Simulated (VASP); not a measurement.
# EuS (Fm-3m) in VASP: notebook

EuS is run at these levels: r2SCAN; tasks: single point.

All numbers are computed with VASP 6.6.1; they aren't measurements. Logs are shortened: lines on timing, memory, paths and dates and some standing lists are left out, and cuts for length are marked.

**Measured values to compare with.**

“Crystal-field mediated electronic transitions of EuS up to 35 GPa”, 2022, pmc:8786971 reports, for a powder of EuS at 300 K: band gap 1.72 eV (optical).

The results are compared with them further down.

### Step 1. The cell of the first run

The structure is cubic, space group Fm-3m (No. 225). The conventional cell has a = 5.873 Å, b = 5.873 Å, c = 5.873 Å, α = 90.00°, β = 90.00°, γ = 90.00°. Eu (site symmetry m-3m) has 6 S at 2.94 Å within 3.9 Å. S (site symmetry m-3m) has 6 Eu at 2.94 Å within 3.9 Å.

### Step 2. Single point, r2SCAN, collinear spin, ferromagnetic start (25.33 Å³/atom)

POSCAR reads:

```
EuS
1.0
    0.0000000000      2.9366767987      2.9366767987
    2.9366767987      0.0000000000      2.9366767987
    2.9366767987      2.9366767987      0.0000000000
Eu S
1 1
Direct
    0.0000000000      0.0000000000      0.0000000000
    0.5000000000      0.5000000000      0.5000000000
```

INCAR.step1 reads:

```
PREC = Accurate ; ENCUT = 800
ISMEAR = 0 ; SIGMA = 0.05
LREAL = False ; LASPH = True
NELM = 200 ; ISPIN = 2
MAGMOM = 7.47 0 ; LMAXMIX = 6
NBANDS = 22 ; GGA = PE
ALGO = Normal ; EDIFF = 1E-5
LWAVE = True ; LCHARG = False
GGA_COMPAT = False
```

INCAR.step2 reads:

```
PREC = Accurate ; ENCUT = 800
EDIFF = 1E-6 ; ISMEAR = 0
SIGMA = 0.05 ; LREAL = False
LASPH = True ; NELM = 200
ALGO = Normal ; ISIF = 2
LWAVE = False ; LCHARG = False
ISPIN = 2 ; MAGMOM = 7.47 0
LORBIT = 11 ; LMAXMIX = 6
METAGGA = R2SCAN ; LMIXTAU = True
NBANDS = 22 ; ISTART = 1
GGA_COMPAT = False
```

KPOINTS reads:

```
regular mesh
0
Gamma
  10 10 10
```

Potentials or basis: VASP PAW PBE potentials, release 64 (Eu, S).

Started as:

```bash
$ cat potpaw_PBE.64/Eu/POTCAR potpaw_PBE.64/S/POTCAR > POTCAR
$ cp INCAR.step1 INCAR
$ mpirun -np 1 vasp_std > vasp.out
$ cp INCAR.step2 INCAR
$ mpirun -np 1 vasp_std > vasp.out
```

OUTCAR:

```text
PREC = Accurate
   ENCUT = 800
   EDIFF = 1E-6
   ISMEAR = 0
   LREAL = False
   LASPH = True
   NELM = 200
   ISIF = 2
   ISPIN = 2
   LORBIT = 11
   METAGGA = R2SCAN
   ISTART = 1

 ion  position               nearest neighbor table
   1  0.000  0.000  0.000-   2 2.94   2 2.94   2 2.94   2 2.94   2 2.94   2 2.94
   2  0.500  0.500  0.500-   1 2.94   1 2.94   1 2.94   1 2.94   1 2.94   1 2.94

  LATTYP: Found a face centered cubic cell.
 ALAT       =     5.8733535974

  Lattice vectors:

 A1 = (   0.0000000000,   2.9366767987,   2.9366767987)
 A2 = (   2.9366767987,   0.0000000000,   2.9366767987)
 A3 = (   2.9366767987,   2.9366767987,   0.0000000000)

Analysis of symmetry for initial positions (statically):
=====================================================================
 Subroutine PRICEL returns:
 Original cell was already a primitive cell.

 Routine SETGRP: Setting up the symmetry group for a
 face centered cubic supercell.

 Subroutine GETGRP returns: Found 48 space group operations
 (whereof 48 operations were pure point group operations)
 out of a pool of 48 trial point group operations.

The static configuration has the point symmetry O_h .

Analysis of symmetry for dynamics (positions and initial velocities):
=====================================================================
 Subroutine PRICEL returns:
 Original cell was already a primitive cell.

 Routine SETGRP: Setting up the symmetry group for a
 face centered cubic supercell.

 Subroutine GETGRP returns: Found 48 space group operations
 (whereof 48 operations were pure point group operations)
 out of a pool of 48 trial point group operations.

The dynamic configuration has the point symmetry O_h .

Analysis of structural, dynamic, and magnetic symmetry:
=====================================================================
 Subroutine PRICEL returns:
 Original cell was already a primitive cell.

 Routine SETGRP: Setting up the symmetry group for a
 face centered cubic supercell.

 Subroutine GETGRP returns: Found 48 space group operations
 (whereof 48 operations were pure point group operations)
 out of a pool of 48 trial point group operations.

The overall configuration has the point symmetry O_h .

 Subroutine INISYM returns: Found 48 space group operations
 (whereof 48 operations are pure point group operations),
 and found     1 'primitive' translations

----------------------------------------------------------------------------------------

[... 117 lines left out ...]
   METAGGA = R2SCAN    functional components
   LHFCALC =     F    Hartree Fock is set to
   AEXX    =    0.0000 exact exchange contribution
   IVDW    =     0    specifies the selected vdW correction
   LEPSILON=     F    determine dielectric tensor
   LRPA    =     F    only Hartree local field effects (RPA)
 spin polarized calculation
 Gauss-broadening in eV      SIGMA  =   0.05
  energy-cutoff  :      800.00
  volume of cell :       50.65
 maximum number of plane-waves:      2653
 NGX is ok and might be reduce to    40
   NGX = 19   NGY = 19   NGZ = 19

 number of electron      23.0000000 magnetization       6.9925737

 Free energy of the ion-electron system (eV)
  ---------------------------------------------------
  ext. energy  EPLUGINS =         0.00000000
  ---------------------------------------------------
  free energy    TOTEN  =       -52.63589497 eV

  energy without entropy =      -52.63511187  energy(sigma->0) =      -52.63550342

 E-fermi :   4.5563     XC(G=0): -10.3109

 val. band max:        4.5451871439   @ k =   0.1000   0.0000   0.0000
 cond. band min:       4.5676279805   @ k =   0.1000   0.1000   0.0000
 fundamental gap:      0.0224408366
 Fermi energy:         4.5562589367

 spin component 1

 k-point     1 :       0.0000    0.0000    0.0000
  band No.  band energies     occupation
      1     -38.3213      1.00000
      2     -16.4250      1.00000
      3     -16.4250      1.00000
      4     -16.4250      1.00000
      5      -9.7457      1.00000
      6       1.4928      1.00000
[... 589 lines left out ...]
     21      11.0992      0.00000
     22      12.2065      0.00000

 [... further k-points ...]

 spin component 2

 k-point     1 :       0.0000    0.0000    0.0000
  band No.  band energies     occupation
      1     -34.6657      1.00000
      2     -13.8381      1.00000
      3     -13.8381      1.00000
      4     -13.8381      1.00000
      5      -9.7387      1.00000
      6       1.6711      1.00000
[... 589 lines left out ...]
     21      12.2717      0.00000
     22      13.1957      0.00000

 [... further k-points ...]

------------------------ aborting loop because EDIFF is reached ----------------------------------------

  FORCE on cell =-STRESS in cart. coord.  units (eV):
  Direction    XX          YY          ZZ          XY          YZ          ZX
  --------------------------------------------------------------------------------------
  -------------------------------------------------------------------------------------
  Total       -0.1301465     -0.1301465     -0.1301465      0.0000000      0.0000000      0.0000000
  in kB       -4.1166568     -4.1166568     -4.1166568      0.0000000      0.0000000      0.0000000
  external PRESSURE =      -4.1166568 kB  Pullay stress =       0.0000000 kB

 VOLUME and BASIS-vectors are now :
 -----------------------------------------------------------------------------
  energy-cutoff  :      800.00
  volume of cell :       50.65
      direct lattice vectors                 reciprocal lattice vectors
     0.000000000  2.936676799  2.936676799    -0.170260480  0.170260480  0.170260480
     2.936676799  0.000000000  2.936676799     0.170260480 -0.170260480  0.170260480
     2.936676799  2.936676799  0.000000000     0.170260480  0.170260480 -0.170260480

 POSITION                                       TOTAL-FORCE (eV/Angst)
 -----------------------------------------------------------------------------------
      0.00000      0.00000      0.00000         0.000000      0.000000      0.000000
      2.93668      2.93668      2.93668        -0.000000     -0.000000     -0.000000
 -----------------------------------------------------------------------------------
    total drift:                                0.000000     -0.000000     -0.000000

  FREE ENERGIE OF THE ION-ELECTRON SYSTEM (eV)
  ---------------------------------------------------
  free  energy   TOTEN  =       -52.6358949670 eV

  energy  without entropy=      -52.6351118657  energy(sigma->0) =      -52.63550342

 total charge

# of ion       s       p       d       f       tot
--------------------------------------------------
    1        2.036   5.808   0.300   6.677  14.822
    2        1.306   2.480   0.000   0.000   3.786
--------------------------------------------------
tot          3.342   8.289   0.300   6.677  18.608

 magnetization (x)

# of ion       s       p       d       f       tot
--------------------------------------------------
    1       -0.026  -0.189   0.090   6.648   6.524
    2       -0.010  -0.074   0.000   0.000  -0.084
--------------------------------------------------
tot         -0.035  -0.263   0.090   6.648   6.440
```

OUTCAR.step1:

```text
PREC = Accurate
   ENCUT = 800
   ISMEAR = 0
   LREAL = False
   LASPH = True
[... 1443 lines left out ...]
      0.00000      0.00000      0.00000         0.000000     -0.000000     -0.000000
      2.93668      2.93668      2.93668        -0.000000      0.000000      0.000000
 -----------------------------------------------------------------------------------
    total drift:                                0.000000     -0.000000     -0.000000

  FREE ENERGIE OF THE ION-ELECTRON SYSTEM (eV)
  ---------------------------------------------------
  free  energy   TOTEN  =       -19.9265078105 eV

  energy  without entropy=      -19.9254370000  energy(sigma->0) =      -19.92597241
```

It took 23 min on 1 thread of Oxide Virtual Turin-like, shared host; peak memory 0.4 GiB.

Results:

```yaml
Free_energy: -52.6359 eV
Pressure: -0.4 GPa
Band_gap_on_the_k_mesh: zero (filled and empty bands overlap)
Net_moment: 6.99 μB per cell
Site_moments: Eu +6.52; S -0.08 μB
Valence_electrons_inside_the_program's_atomic_spheres: Eu 14.82; S 3.79
```

Caveat: the PAW data sets were made with another functional, which shifts forces and pressure a little; spin-orbit coupling is left out, which moves the levels of the heavy elements; a cell with one magnetic atom can't hold antiferromagnetic order, which such compounds often take; semilocal functionals describe open f shells poorly, which spoils levels, moments and volumes. The state reached can hang on the start; a lower one may exist.

### Step 3. Single point, r2SCAN, collinear spin, ferromagnetic start

POSCAR is that of step 2.

INCAR.step1 reads:

```
SYSTEM = EuS
PREC = Accurate ; ENCUT = 800
ISMEAR = 0 ; SIGMA = 0.05
LREAL = .FALSE. ; LASPH = .TRUE.
NELM = 200 ; ISPIN = 2
MAGMOM = 7.47 0 ; LMAXMIX = 6
NBANDS = 22 ; GGA = PE
ALGO = Normal ; EDIFF = 1E-5
LWAVE = .TRUE. ; LCHARG = .FALSE.
GGA_COMPAT = .FALSE.
```

INCAR.step2 reads:

```
SYSTEM = EuS
PREC = Accurate ; ENCUT = 800
EDIFF = 1E-6 ; ISMEAR = 0
SIGMA = 0.05 ; LREAL = .FALSE.
LASPH = .TRUE. ; NELM = 200
ALGO = Normal ; ISIF = 2
LWAVE = .FALSE. ; LCHARG = .FALSE.
ISPIN = 2 ; MAGMOM = 7.47 0
LORBIT = 11 ; LMAXMIX = 6
METAGGA = R2SCAN ; LMIXTAU = .TRUE.
NBANDS = 22 ; ISTART = 1
GGA_COMPAT = .FALSE.
```

KPOINTS reads:

```
Automatic mesh
0
G
  10 10 10
  0 0 0
```

Potentials or basis: VASP PAW PBE potentials, release 64 (Eu, S).

Started as:

```bash
$ cat potpaw_PBE.64/Eu/POTCAR potpaw_PBE.64/S/POTCAR > POTCAR
$ cp INCAR.step1 INCAR
$ mpirun -np 1 vasp_std > vasp.out
$ cp INCAR.step2 INCAR
$ mpirun -np 1 vasp_std > vasp.out
```

It took 21 min on 1 thread of Oxide Virtual Turin-like, shared host; peak memory 0.41 GiB.

It converged, with:

```yaml
Free_energy: -52.6359 eV
Pressure: -0.4 GPa
Band_gap_on_the_k_mesh: zero (filled and empty bands overlap)
Net_moment: 6.99 μB per cell
Site_moments: Eu +6.52; S -0.08 μB
Valence_electrons_inside_the_program's_atomic_spheres: Eu 14.82; S 3.79
```

Levels at points of the mesh, in eV from the Fermi level:
Spin up:
| k point | band 12 | band 13 | band 14 | band 15 | band 16 | band 17 | band 18 | band 19 |
| --- | --- | --- | --- | --- | --- | --- | --- | --- |
| (0.00, 0.00, 0.00) | -0.26 | 0.10 | 0.10 | 0.10 | 1.20 | 1.20 | 1.20 | 1.50 |
| (0.50, 0.00, 0.00) | -0.29 | -0.29 | -0.26 | -0.25 | 3.34 | 3.63 | 4.01 | 4.01 |
| (0.50, 0.50, 0.00) | -0.32 | -0.32 | -0.26 | -0.07 | -0.07 | 3.35 | 3.89 | 5.05 |
Spin down:
| k point | band 6 | band 7 | band 8 | band 9 | band 10 | band 11 |
| --- | --- | --- | --- | --- | --- | --- |
| (0.00, 0.00, 0.00) | -2.89 | -2.89 | -2.89 | 2.06 | 2.06 | 2.06 |
| (0.50, 0.00, 0.00) | -5.49 | -4.11 | -4.11 | 3.34 | 4.55 | 5.27 |
| (0.50, 0.50, 0.00) | -4.01 | -3.23 | -3.23 | -0.10 | 4.44 | 4.85 |

Caveat: the PAW data sets were made with another functional, which shifts forces and pressure a little; spin-orbit coupling is left out, which moves the levels of the heavy elements; a cell with one magnetic atom can't hold antiferromagnetic order, which such compounds often take; semilocal functionals describe open f shells poorly, which spoils levels, moments and volumes. The state reached can hang on the start; a lower one may exist.

### Step 4. How close it comes

Step 2. Measured gap of EuS: 1.72 eV (optical; 300 K; powder; “Crystal-field mediated electronic transitions of EuS up to 35 GPa”, 2022, pmc:8786971). This calculation gives 0.00 eV (-1.72 eV). So large a miss can be the level of theory's own, or it may mean another phase, state or a wrong row. Spin-orbit coupling on Eu is left out. The value is that of r2SCAN on a finite k mesh, which can miss the band edges, without temperature or zero-point motion. The run's magnetic order (collinear spin, ferromagnetic start) needn't be the measured crystal's.

Step 3. Against the measured gap of EuS, 1.72 eV (optical; 300 K; powder; “Crystal-field mediated electronic transitions of EuS up to 35 GPa”, 2022, pmc:8786971), the calculated 0.00 eV is off by -1.72 eV. So large a miss can be the level of theory's own, or it may mean another phase, state or a wrong row. Spin-orbit coupling on Eu is left out. The value is that of r2SCAN on a finite k mesh, which can miss the band edges, without temperature or zero-point motion. The run's magnetic order (collinear spin, ferromagnetic start) needn't be the measured crystal's.

The gap in the log of VASP goes by the Fermi energy; the results here count the filled bands.